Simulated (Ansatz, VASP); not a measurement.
**Two plane-wave programs on Sr3Al2O**

```
Sr Al O
1.0
     5.05406    0.00000    0.00000
    -2.52703    4.37694    0.00000
     0.00000    0.00000    7.02606
Sr Al O
3 2 1
Cartesian
  2.5270 1.4590 0.8705
  0.0000 2.9180 6.1556
  0.0000 0.0000 3.5130
  2.5270 1.4590 4.2185
  0.0000 2.9180 2.8076
  0.0000 0.0000 0.0000
```

Change from the starting cell: species swapped into the Eu2H3Br type (P-3m1, No. 164).

Alike in both runs: functional PBE; k mesh 6 × 6 × 4; occupations gaussian, width 0.1 eV; no spin polarisation.

Ansatz relaxed the structure, and its values are those at the end. VASP's run is a single point on that final structure, the one shown.

|  | VASP | Ansatz |
| --- | --- | --- |
| version | VASP 6.6.1 | Ansatz 0.2.0 |
| potentials or method | VASP PAW PBE potentials, release 64 (Sr_sv, Al, O), cutoff 520 eV | scalar-relativistic, plane waves, PAW |
| valence electrons in the cell | 42 | 42 |

```csv
,VASP,Ansatz,Ansatz less VASP
gap on the k mesh at the Fermi level (eV),0.16,0.16,-0.001
least direct gap on the mesh (eV),0.21,0.19,-0.018
pressure (GPa),0.1,0.0,-0.10
rms of the force components (eV/Å),0.006,0.006,+0.0007
```

With one functional, cell and mesh, what is left measures potentials, basis and numerics.
